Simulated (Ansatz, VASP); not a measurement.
**One calculation of InB2As3, two programs**

```
In B As
1.0
     3.34155    0.00000    0.00000
    -1.67077    2.89387    0.00000
     0.00000    0.00000   11.83390
In B As
1 2 3
Direct
  0.00000 0.00000 0.50000
  0.33333 0.66667 0.27555
  0.66667 0.33333 0.72445
  0.00000 0.00000 0.00000
  0.00000 0.00000 0.76822
  0.00000 0.00000 0.23178
```

Alike in both runs: task relaxation of cell and atoms; functional PBE; k mesh 12 × 12 × 4; occupations gaussian, width 0.1 eV; no spin polarisation.

|  | VASP | Ansatz |
| --- | --- | --- |
| version | VASP 6.6.1 | Ansatz 0.2.0 |
| potentials or method | VASP PAW PBE potentials, release 64 (In_d, B, As), cutoff 600 eV | scalar-relativistic, plane waves, PAW |
| valence electrons in the cell | 34 | 64 |

```csv
,VASP,Ansatz,Ansatz less VASP
"gap on the k mesh at the Fermi level, each at its own relaxed structure (eV)",none,none,-
relaxed volume (Å³/atom),19.08,19.06,-0.023
relaxed length of the cell vector where the two differ most in proportion (Å),11.836,11.851,+0.0154
```

A gap of «none» marks a metal or a gap that the smearing closes. VASP's potentials hold 34 valence electrons a cell and Ansatz's 64, so a difference there can come from the potentials and not from the codes.
